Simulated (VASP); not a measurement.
# ReP2: relaxation of shape and atoms at fixed volume with PBEsol

The system is ReP2.

```xyz
3
Lattice="3.0881 0.0000 0.0000 -1.5440 2.6744 0.0000 0.0000 0.0000 5.1650" Properties=species:S:1:pos:R:3 pbc="T T T"
Re    0.0000    0.0000    0.0000
P     0.0000    1.7829    1.6811
P     1.5440    0.8915    3.4839
```

```json
{"Program": "VASP 6.6.1", "Task": "relaxation of shape and atoms at fixed volume", "Functional": "PBEsol", "Potentials or basis": "VASP PAW PBE potentials, release 64 (Re, P)", "Cutoff": "600 eV", "k mesh": "12 × 12 × 6", "Occupations": "gaussian, width 0.05 eV", "Spin": "no spin polarisation", "Dipole correction": "no", "Further INCAR settings": "ALGO = Normal; EDIFF = 1e-06; IBRION = 2; EDIFFG = -0.01; NSW = 60; ISIF = 4"}
```

```
Energy gained by relaxing    : 0.8 meV/atom
Ionic steps                  : 5
Pressure after relaxing      : -4.8 GPa
Largest force after relaxing : 0.004 eV/Å
Band gap on the k mesh       : zero (an odd number of electrons rules out a gap without spin polarisation)
```

Forces in eV/Å, atoms in the order of the input:
```
Re   0.000  0.000  0.000
P    0.000  0.000  0.004
P    0.000  0.000 -0.004
```

Stress tensor (GPa, compression positive):
```
-4.88  0.00  0.00
 0.00 -4.88  0.00
 0.00  0.00 -4.78
```

Step by step:
| step | energy change (eV) | largest force (eV/Å) | pressure (GPa) | volume (Å³) |
| --- | --- | --- | --- | --- |
| 1 | 0.0000 | 0.1731 | -6.06 | 42.66 |
| 2 | -0.0017 | 0.0348 | -5.16 | 42.66 |
| 3 | -0.0017 | 0.0327 | -5.14 | 42.66 |
| 4 | -0.0022 | 0.0085 | -4.94 | 42.66 |
| 5 | -0.0023 | 0.0035 | -4.84 | 42.66 |

Final structure:
```cif
data_structure
_symmetry_space_group_name_H-M 'P 1'
_symmetry_Int_Tables_number 1
_cell_length_a 3.0870
_cell_length_b 3.0870
_cell_length_c 5.1687
_cell_angle_alpha 90.000
_cell_angle_beta 90.000
_cell_angle_gamma 120.000
_cell_volume 42.66
loop_
_atom_site_label
_atom_site_type_symbol
_atom_site_fract_x
_atom_site_fract_y
_atom_site_fract_z
_atom_site_occupancy
Re1 Re 0.00000 0.00000 0.00000 1
P1 P 0.33333 0.66667 0.32292 1
P2 P 0.66667 0.33333 0.67708 1
```

Levels at points of the mesh, in eV from the Fermi level:
| k point | band 5 | band 6 | band 7 | band 8 | band 9 | band 10 | band 11 | band 12 |
| --- | --- | --- | --- | --- | --- | --- | --- | --- |
| (0.00, 0.00, 0.00) | -3.50 | -2.19 | -1.12 | -1.12 | 2.72 | 2.72 | 2.80 | 2.80 |
| (0.50, 0.00, 0.00) | -4.79 | -3.25 | -2.78 | -1.66 | -1.49 | 1.26 | 2.39 | 3.27 |
| (0.00, 0.00, 0.50) | -3.39 | -3.39 | -1.25 | -1.25 | 1.08 | 1.08 | 3.01 | 5.75 |
| (0.50, 0.00, 0.50) | -4.66 | -3.99 | -3.40 | 0.88 | 1.24 | 1.25 | 1.93 | 2.45 |

It took 100 s on 1 thread of Intel(R) Xeon(R) Platinum 8559C (Emerald Rapids) (shared host), peak memory 0.22 GiB.

Caveat: the PAW data sets were made with another functional, which shifts forces and pressure a little; spin-orbit coupling is left out, which moves the levels of the heavy elements.
